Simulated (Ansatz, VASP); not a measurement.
# Two plane-wave programs on Mo

The input INCAR:

```
SYSTEM = Mo
  PREC = Accurate
  ENCUT = 520
  EDIFF = 1E-6
  ISMEAR = 0
  SIGMA = 0.15
  LREAL = .FALSE.
  LASPH = .TRUE.
  NELM = 80
  ALGO = Fast
  ISIF = 2
  LWAVE = .FALSE.
  LCHARG = .FALSE.
  GGA = PE
  NBANDS = 13
```

File KPOINTS:

```
regular mesh
0
G
  26 26 26
  0 0 0
```

Contents of POSCAR:

```
Mo
1.0
   -1.6197249211      1.6197249211      1.5407139493
    1.6197249211     -1.6197249211      1.5407139493
    1.6197249211      1.6197249211     -1.5407139493
Mo
1
Direct
    0.0000000000      0.0000000000      0.0000000000
```

Input for Ansatz:

```yaml
crystal:
  lattice:
    - [-1.6197249211, 1.6197249211, 1.5407139493]
    - [1.6197249211, -1.6197249211, 1.5407139493]
    - [1.6197249211, 1.6197249211, -1.5407139493]
  atoms:
    - { symbol: Mo, position: [0.0, 0.0, 0.0] }
basis:
  ecutwfc: 420
kpoints:
  mp_grid: { grid: [26, 26, 26] }
hamiltonian:
  xc: pbe
scf:
  occupations: { method: gaussian, width: 0.15 }
output:
  forces: true
  stress: true
  eigenvalues: true
```

Change from the starting cell: strain +0.025 along x and y, -0.025 along z, atoms carried along.

Alike in both runs: task single point; functional PBE; k mesh 26 × 26 × 26; occupations gaussian, width 0.15 eV; no spin polarisation.

```csv
,VASP,Ansatz
version,VASP 6.6.1,Ansatz 0.2.0
potentials or method,"VASP PAW PBE potentials, release 64 (Mo_sv), cutoff 520 eV","scalar-relativistic, plane waves, PAW"
valence electrons in the cell,14,14
```

|  | VASP | Ansatz | Ansatz less VASP |
| --- | --- | --- | --- |
| gap on the k mesh at the Fermi level (eV) | none | none | - |
| pressure (GPa) | -5.0 | -5.5 | -0.51 |
| traceless stress, the component that is largest in VASP (GPa) | 9.69 | 9.70 | +0.004 |

A gap of «none» marks a metal or a gap that the smearing closes. With one functional, cell and mesh, what is left measures potentials, basis and numerics.
